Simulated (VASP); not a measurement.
Input of a VASP 6.6.1 run:

The input INCAR:

```
PREC     = Accurate       # precision mode
ENCUT    = 520            # plane-wave cutoff, eV
EDIFF    = 1E-6           # SCF threshold, eV
ISMEAR   = 0              # smearing method
SIGMA    = 0.02           # smearing width, eV
LREAL    = F              # projectors in reciprocal space
LASPH    = T              # aspherical terms in the spheres
NELM     = 100            # most SCF steps
ALGO     = Normal         # electronic algorithm
ISIF     = 2              # what is computed and relaxed
LWAVE    = F              # write WAVECAR
LCHARG   = T              # write CHGCAR
LDIPOL   = T            
IDIPOL   = 3            
DIPOL    = 0.5 0.5 0.500
GGA      = PE             # functional
IVDW     = 12             # dispersion correction
LELF     = T              # ELF
LVHAR    = T            
LVACPOTAV= T            
NBANDS   = 12             # bands
```

File KPOINTS:

```
Automatic mesh
0
Gamma
  9 9 1
```

The input POSCAR:

```
P
1.0
    3.0730000000      0.0000000000      0.0000000000
   -1.5365000000      2.6612960658      0.0000000000
    0.0000000000      0.0000000000     28.0000000000
P
2
Direct
    0.3333333333      0.6666666667      0.5190535714
    0.6666666667      0.3333333333      0.4809464286
```

Potentials or basis: VASP PAW PBE potentials, release 64 (P).

The run is started by

```bash
$ cat potpaw_PBE.64/P/POTCAR > POTCAR
$ mpirun -np 1 vasp_std > vasp.out
```

Question: Estimate the band gap on the k mesh.

Answer: 1.21 eV, indirect (least direct gap 1.70 eV).

Question: Predict the dispersion energy per atom.

Answer: -0.243 eV.

Forces on the atoms (eV/Å):
```
P    0.000  0.000  4.557
P    0.000  0.000 -4.557
```
